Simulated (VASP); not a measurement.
A run of VASP 6.6.1 is set up as follows.

The input INCAR:

```
SYSTEM = Sb
PREC     = Accurate       ! precision mode
ENCUT    = 520            ! plane-wave cutoff, eV
EDIFF    = 1E-6           ! SCF threshold, eV
ISMEAR   = 0              ! smearing method
SIGMA    = 0.1            ! smearing width, eV
LREAL    = .FALSE.        ! projectors in reciprocal space
LASPH    = .TRUE.         ! aspherical terms in the spheres
NELM     = 60             ! most SCF steps
ALGO     = Normal         ! electronic algorithm
ISIF     = 2              ! what is computed and relaxed
LWAVE    = .FALSE.        ! write WAVECAR
LCHARG   = .FALSE.        ! write CHGCAR
GGA      = PE             ! functional
IVDW     = 12             ! dispersion correction
NBANDS   = 18             ! bands
```

Contents of KPOINTS:

```
Automatic mesh
0
G
  10 10 8
  0 0 0
```

File POSCAR:

```
Sb
1.0
    4.4060009185      0.0000000000     -0.3219834330
    0.0000000000      4.4243709302      0.0000000000
   -1.7305714823      0.0000000000      6.2899078840
Sb
4
Direct
    0.6332153553      0.7500000000      0.2638910570
    0.1331050247      0.2500000000      0.2636968739
    0.8668949753      0.7500000000      0.7363031261
    0.3667846447      0.2500000000      0.7361089430
```

Potentials or basis: VASP PAW PBE potentials, release 64 (Sb).

Launch:

```bash
$ cat potpaw_PBE.64/Sb/POTCAR > POTCAR
$ mpirun -np 1 vasp_std > vasp.out
```

Question: What does it give for the dispersion energy per atom?

Answer: -0.475 eV.

Question: What does it give for the pressure?

Answer: -2.3 GPa.

Stress tensor (GPa, compression positive):
```
-2.32  0.00  0.01
 0.00 -2.31  0.00
 0.01  0.00 -2.20
```
